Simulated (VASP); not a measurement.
Rb, 2 atoms in the cell. The structure is hexagonal, space group P6_3/mmc (No. 194). Conventional cell: a = 2.942 Å, b = 2.942 Å, c = 4.782 Å, α = 90.00°, β = 90.00°, γ = 120.00°. Within 3.9 Å of Rb (site symmetry -6m2) lie 12 Rb at 2.93 to 2.94 Å. This isn't the form of Rb at room conditions, which is bcc.

* Program: VASP 6.6.1
* Task: single point
* Functional: PBE
* Potentials or basis: VASP PAW PBE potentials, release 64 (Rb_sv)
* Cutoff: 520 eV
* k mesh: 16 × 16 × 8
* Occupations: gaussian, width 0.1 eV
* Spin: no spin polarisation
* Dipole correction: no
* Further INCAR settings: ALGO = Normal; EDIFF = 1e-06; NBANDS = 16

Potentials or basis: VASP PAW PBE potentials, release 64 (Rb_sv).

Launch:

```sh
$ cat potpaw_PBE.64/Rb_sv/POTCAR > POTCAR
$ mpirun -np 1 vasp_std > vasp.out
```

Hardware: 1 thread of Intel(R) Xeon(R) Platinum 8259CL CPU @ 2.50GHz (Skylake/Cascade Lake), with other jobs on the host.

Task: How long does it take, and how much memory?

Result: Wall time 59 s on 1 thread of Intel(R) Xeon(R) Platinum 8259CL CPU @ 2.50GHz (Skylake/Cascade Lake), with other jobs on the host, peak memory 0.2 GiB. Counts: scf iterations 12, k points 150.
